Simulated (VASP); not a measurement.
# Nb (Fm-3m) in VASP: a series of runs

Nb is run at these levels: PBE; tasks: single point.

Program: VASP 6.6.1. These are calculated values, not measurements. Logs are shortened: lines on timing, memory, paths and dates and some standing lists are left out, and cuts for length are marked.

### 1 The cell of the first run

Symmetry: Fm-3m, No. 225, cubic system. The conventional cell has a = 3.917 Å, b = 3.917 Å, c = 3.917 Å, α = 90.00°, β = 90.00°, γ = 90.00°. Within 3.7 Å of Nb (site symmetry m-3m) lie 12 Nb at 2.77 Å.

### 2 Single point, PBE (volume scaled by 0.8)

INCAR reads:

```
PREC = Accurate ; ENCUT = 520
EDIFF = 1E-7 ; ISMEAR = -1
SIGMA = 0.08 ; LREAL = False
LASPH = True ; NELM = 100
ALGO = Normal ; ISIF = 2
LWAVE = False ; LCHARG = True
GGA = PE ; LELF = True
LVHAR = True ; NBANDS = 12
```

KPOINTS reads:

```
Automatic mesh
0
Gamma
  17 17 17
```

POSCAR reads:

```
Nb
1.0
    0.0000000000      1.9583177773      1.9583177773
    1.9583177773      0.0000000000      1.9583177773
    1.9583177773      1.9583177773      0.0000000000
Nb
1
Direct
    0.0000000000      0.0000000000      0.0000000000
```

Potentials or basis: VASP PAW PBE potentials, release 64 (Nb_sv).

Launch:

```sh
$ cat potpaw_PBE.64/Nb_sv/POTCAR > POTCAR
$ mpirun -np 1 vasp_std > vasp.out
```

OUTCAR:

```text
PREC = Accurate
   ENCUT = 520
   EDIFF = 1E-7
   ISMEAR = -1
   LREAL = False
   LASPH = True
   NELM = 100
   ISIF = 2
   GGA = PE

 ion  position               nearest neighbor table
   1  0.000  0.000  0.000-

  LATTYP: Found a face centered cubic cell.
 ALAT       =     3.9166355546

  Lattice vectors:

 A1 = (   0.0000000000,   1.9583177773,   1.9583177773)
 A2 = (   1.9583177773,   0.0000000000,   1.9583177773)
 A3 = (   1.9583177773,   1.9583177773,   0.0000000000)

Analysis of symmetry for initial positions (statically):
=====================================================================
 Subroutine PRICEL returns:
 Original cell was already a primitive cell.

 Routine SETGRP: Setting up the symmetry group for a
 face centered cubic supercell.

 Subroutine GETGRP returns: Found 48 space group operations
 (whereof 48 operations were pure point group operations)
 out of a pool of 48 trial point group operations.

The static configuration has the point symmetry O_h .

Analysis of symmetry for dynamics (positions and initial velocities):
=====================================================================
 Subroutine PRICEL returns:
 Original cell was already a primitive cell.

 Routine SETGRP: Setting up the symmetry group for a
 face centered cubic supercell.

 Subroutine GETGRP returns: Found 48 space group operations
 (whereof 48 operations were pure point group operations)
 out of a pool of 48 trial point group operations.

The dynamic configuration has the point symmetry O_h .

 Subroutine INISYM returns: Found 48 space group operations
 (whereof 48 operations are pure point group operations),
 and found     1 'primitive' translations

----------------------------------------------------------------------------------------

                                     Primitive cell

  volume of cell :      15.0203

  direct lattice vectors                    reciprocal lattice vectors
     0.000000000  1.958317777  1.958317777    -0.255321177  0.255321177  0.255321177
     1.958317777  0.000000000  1.958317777     0.255321177 -0.255321177  0.255321177
     1.958317777  1.958317777  0.000000000     0.255321177  0.255321177 -0.255321177

  length of vectors
     2.769479560  2.769479560  2.769479560     0.442229251  0.442229251  0.442229251

  position of ions in fractional coordinates (direct lattice)
     0.000000000  0.000000000  0.000000000

  ion indices of the primitive-cell ions
   primitive index   ion index
                 1           1

----------------------------------------------------------------------------------------

 KPOINTS: Automatic mesh

Automatic generation of k-mesh.
 Grid dimensions read from file:
 generate k-points for:   17   17   17

 Generating k-lattice:

  Cartesian coordinates                     Fractional coordinates (reciprocal lattice)
    -0.015018893  0.015018893  0.015018893     0.058823529  0.000000000  0.000000000
     0.015018893 -0.015018893  0.015018893     0.000000000  0.058823529  0.000000000
     0.015018893  0.015018893 -0.015018893     0.000000000  0.000000000  0.058823529

  Length of vectors
     0.026013485  0.026013485  0.026013485

  Shift w.r.t. Gamma in fractional coordinates (k-lattice)
     0.000000000  0.000000000  0.000000000

 Subroutine IBZKPT returns following result:
 ===========================================

 Found    165 irreducible k-points:

 Following reciprocal coordinates:
            Coordinates               Weight
  0.000000  0.000000  0.000000      1.000000
  0.058824  0.000000  0.000000      8.000000
  0.117647  0.000000  0.000000      8.000000
  0.176471  0.000000  0.000000      8.000000
  0.235294  0.000000  0.000000      8.000000
  0.294118  0.000000  0.000000      8.000000
[... 16 lines left out ...]
 -0.176471  0.058824  0.000000     24.000000
 -0.117647  0.058824  0.000000     24.000000
 [... further k-points ...]
   k-points           NKPTS =    165   k-points in BZ     NKDIM =    165   number of bands    NBANDS=     12
   number of dos      NEDOS =    301   number of ions     NIONS =      1
   total plane-waves  NPLWV =  13824
   dimension x,y,z NGX =    24 NGY =   24 NGZ =   24
   dimension x,y,z NGXF=    48 NGYF=   48 NGZF=   48
   ions per type =               1
   NGX,Y,Z   is equivalent  to a cutoff of  14.41, 14.41, 14.41 a.u.
   NGXF,Y,Z  is equivalent  to a cutoff of  28.81, 28.81, 28.81 a.u.
 SYSTEM =  unknown system
   PREC   = accura    normal or accurate (medium, high low for compatibility)
   ISTART =      0    job   : 0-new  1-cont  2-samecut
   ICHARG =      2    charge: 1-file 2-atom 10-const
   ISPIN  =      1    spin polarized calculation?
   LNONCOLLINEAR =      F non collinear calculations
   LSORBIT =      F    spin-orbit coupling
   LASPH  =      T    aspherical Exc in radial PAW
   ENCUT  =  520.0 eV  38.22 Ry    6.18 a.u.   5.15  5.15  5.15*2*pi/ulx,y,z
   NELM   =    100;   NELMIN=  2; NELMDL= -5     # of ELM steps
   EDIFF  = 0.1E-06   stopping-criterion for ELM
   LREAL  =      F    real-space projection
   EDIFFG = 0.1E-05   stopping-criterion for IOM
   NSW    =      0    number of steps for IOM
   IBRION =     -1    ionic relax: 0-MD 1-quasi-New 2-CG
   NFREE  =      0    steps in history (QN), initial steepest desc. (CG)
   ISIF   =      2    stress and relaxation
   ISYM   =      2    0-nonsym 1-usesym 2-fastsym
   POTIM  = 0.5000    time-step for ionic-motion
   TEBEG  =    0.0;   TEEND  =   0.0 temperature during run
   PSTRESS=    0.0 pullay stress
   NELECT =      13.0000    total number of electrons
   NUPDOWN=      -1.0000    fix difference up-down
   EMIN   =  10.00;   EMAX   =-10.00  energy-range for DOS
   EFERMI =   0.00;   METHOD = LEGACY
   ISMEAR =    -1;   SIGMA  =   0.08  broadening in eV -4-tet -1-fermi 0-gaus
   EFERMI_NEDOS =   21; number of points for ismear=-14 and -15
   IALGO  =     38    algorithm
   IMIX   =      4    mixing-type and parameters
     AMIX     =   0.40;   BMIX     =  1.00
     AMIX_MAG =   1.60;   BMIX_MAG =  1.00
  volume/ion in A,a.u.               =      15.02       101.36
  Fermi-wavevector in a.u.,A,eV,Ry     =   1.560137  2.948232 33.116961  2.434028
  Thomas-Fermi vector in A             =   2.663393
   LORBIT       =      0    0 simple, 1 ext, 2 COOP (PROOUT), +10 PAW based schemes
   GGA     = PE    functional components
   LHFCALC =     F    Hartree Fock is set to
   AEXX    =    0.0000 exact exchange contribution
   IVDW    =     0    specifies the selected vdW correction
   LEPSILON=     F    determine dielectric tensor
   LRPA    =     F    only Hartree local field effects (RPA)
 non-spin polarized calculation
  energy-cutoff  :      520.00
  volume of cell :       15.02
 maximum number of plane-waves:       419
 NGX is ok and might be reduce to    24
   NGX = 11   NGY = 11   NGZ = 11

 number of electron      13.0000000 magnetization

 Free energy of the ion-electron system (eV)
  ---------------------------------------------------
  ext. energy  EPLUGINS =         0.00000000
  ---------------------------------------------------
  free energy    TOTEN  =        -9.38116023 eV

  energy without entropy =       -9.35239839  energy(sigma->0) =       -9.36677931

 E-fermi :  14.3976     XC(G=0): -13.4692

 val. band max:       14.3835817305   @ k =   0.0588   0.0588   0.0000
 cond. band min:      14.4055421848   @ k =  -0.4118   0.2941   0.0588
 fundamental gap:      0.0219604543
 Fermi energy:        14.3975527525

 k-point     1 :       0.0000    0.0000    0.0000
  band No.  band energies     occupation
      1     -40.3242      2.00000
      2     -15.1037      2.00000
      3     -15.1037      2.00000
      4     -15.1037      2.00000
      5       7.7580      2.00000
      6      14.2424      1.74849
      7      14.2424      1.74849
      8      14.2424      1.74849
      9      17.7564      0.00000
     10      17.7564      0.00000
     11      26.3288      0.00000
     12      32.1582      0.00000

 k-point     2 :       0.0588    0.0000    0.0000
  band No.  band energies     occupation
      1     -40.3091      2.00000
      2     -15.1918      2.00000
      3     -15.1139      2.00000
      4     -15.1139      2.00000
      5       7.9278      2.00000
      6      14.1041      1.95025
      7      14.3215      1.44239
      8      14.3215      1.44239
      9      17.6718      0.00000
     10      17.6718      0.00000
     11      26.6808      0.00000
     12      31.5318      0.00000

 k-point     3 :       0.1176    0.0000    0.0000
  band No.  band energies     occupation
      1     -40.2655      2.00000
      2     -15.4399      2.00000
      3     -15.1430      2.00000
      4     -15.1430      2.00000
      5       8.4005      2.00000
      6      13.7735      1.99918
      7      14.5233      0.34393
      8      14.5233      0.34393
      9      17.4864      0.00000
     10      17.4864      0.00000
     11      27.5939      0.00000
     12      30.3834      0.00000
[... 286 lines left out ...]
 k-point    23 :      -0.1765    0.0588    0.0000
  band No.  band energies     occupation
      1     -40.1614      2.00000
      2     -15.9615      2.00000
      3     -15.2860      2.00000
      4     -15.1783      2.00000
      5       9.4076      2.00000
      6      13.2538      2.00000
      7      14.7852      0.01561
      8      14.8624      0.00598
      9      16.8802      0.00000
     10      17.9794      0.00000
     11      28.3265      0.00000
     12      30.4161      0.00000

 k-point    24 :      -0.1176    0.0588    0.0000
  band No.  band energies     occupation
      1     -40.2332      2.00000
      2     -15.5869      2.00000
      3     -15.2233      2.00000
      4     -15.1384      2.00000
      5       8.7443      2.00000
      6      13.5091      1.99997
      7      14.6611      0.07152
      8      14.7063      0.04130
      9      17.0198      0.00000
     10      17.7652      0.00000
     11      28.2312      0.00000
     12      30.0869      0.00000

 [... further k-points ...]
[... 5 lines left out ...]
  --------------------------------------------------------------------------------------
  -------------------------------------------------------------------------------------
  Total        4.9949290      4.9949290      4.9949290      0.0000000     -0.0000000     -0.0000000
  in kB      532.7953315    532.7953315    532.7953315      0.0000000     -0.0000000     -0.0000000
  external PRESSURE =     532.7953315 kB  Pullay stress =       0.0000000 kB

 VOLUME and BASIS-vectors are now :
 -----------------------------------------------------------------------------
  energy-cutoff  :      520.00
  volume of cell :       15.02
      direct lattice vectors                 reciprocal lattice vectors
     0.000000000  1.958317777  1.958317777    -0.255321177  0.255321177  0.255321177
     1.958317777  0.000000000  1.958317777     0.255321177 -0.255321177  0.255321177
     1.958317777  1.958317777  0.000000000     0.255321177  0.255321177 -0.255321177

 POSITION                                       TOTAL-FORCE (eV/Angst)
 -----------------------------------------------------------------------------------
      0.00000      0.00000      0.00000        -0.000000     -0.000000      0.000000
 -----------------------------------------------------------------------------------
    total drift:                               -0.000000      0.000000     -0.000000

  FREE ENERGIE OF THE ION-ELECTRON SYSTEM (eV)
  ---------------------------------------------------
  free  energy   TOTEN  =        -9.3811602317 eV

  energy  without entropy=       -9.3523983875  energy(sigma->0) =       -9.36677931
```

It took 47 s on 1 thread of Intel Xeon 8259CL, shared host; peak memory 0.16 GiB.

Results:

- Free energy: -9.3812 eV
- Pressure: 53.3 GPa

[end of part 1 of 2]
